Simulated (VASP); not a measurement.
**PbS: single point with PBEsol**

Crystal: PbS.

```xyz
4
Lattice="2.0800 -5.9913 0.0182 2.0800 5.9913 0.0182 0.0374 0.0000 4.2793" Properties=species:S:1:pos:R:3 pbc="T T T"
Pb    2.1080   -4.4268    3.2277
Pb    2.0893    4.4268    1.0880
S     2.1080   -1.7399    3.2277
S     2.0893    1.7399    1.0880
```

This cell differs from its parent crystal: strain +0.0175 x Voigt [0, 0, 0, 0, 1, 0].

| Property | Result |
| --- | --- |
| Program | VASP 6.6.1 |
| Task | single point |
| Functional | PBEsol |
| Potentials or basis | VASP PAW PBE potentials, release 64 (Pb_d, S) |
| Cutoff | 520 eV |
| k mesh | 8 × 8 × 6 |
| Occupations | gaussian, width 0.05 eV |
| Spin | no spin polarisation |

- Pressure: -1.9 GPa
- Largest force: 0.035 eV/Å
- Band gap on the k mesh: 1.13 eV (least direct gap 1.32 eV)

Forces on the atoms (eV/Å):
```
Pb   0.000  0.035  0.000
Pb   0.000 -0.035  0.000
S    0.000  0.018  0.000
S    0.000 -0.018  0.000
```

Stress tensor (GPa, compression positive):
```
-1.96  0.00 -0.93
 0.00 -1.54  0.00
-0.93  0.00 -2.12
```

Levels at points of the mesh, in eV from the valence-band top:
| k point | band 16 | band 17 | band 18 | band 19 | band 20 | band 21 | band 22 | band 23 | band 24 | band 25 |
| --- | --- | --- | --- | --- | --- | --- | --- | --- | --- | --- |
| (0.00, 0.00, 0.00) | -2.93 | -2.34 | -1.64 | -1.41 | -0.45 | 4.64 | 4.65 | 4.84 | 5.51 | 5.81 |
| (0.50, 0.00, 0.00) | -2.00 | -1.31 | -1.13 | -0.34 | -0.33 | 1.73 | 1.82 | 2.22 | 2.96 | 3.15 |
| (0.50, 0.50, 0.00) | -2.53 | -1.91 | -1.84 | -1.26 | -0.43 | 1.13 | 4.43 | 4.74 | 4.91 | 5.56 |
| (0.00, 0.00, 0.50) | -2.72 | -1.07 | -1.07 | -0.08 | -0.08 | 1.77 | 1.77 | 2.77 | 2.77 | 4.99 |
| (0.50, 0.00, 0.50) | -4.28 | -3.11 | -3.10 | -1.45 | -1.36 | 3.33 | 3.45 | 5.15 | 5.35 | 6.23 |
| (0.50, 0.50, 0.50) | -1.18 | -1.18 | -1.18 | -0.46 | -0.46 | 1.67 | 1.67 | 3.19 | 3.19 | 3.46 |

Run time: 2.5 min on 1 thread of Intel(R) Xeon(R) 6975P-C (Granite Rapids), on a shared host, peak memory 0.43 GiB.

Caveat: the cell differs from its parent crystal (strain +0.0175 x Voigt [0, 0, 0, 0, 1, 0]); the PAW data sets were made with another functional, which shifts forces and pressure a little; spin-orbit coupling is left out, which moves the levels of the heavy elements. A k mesh can miss the band edges.
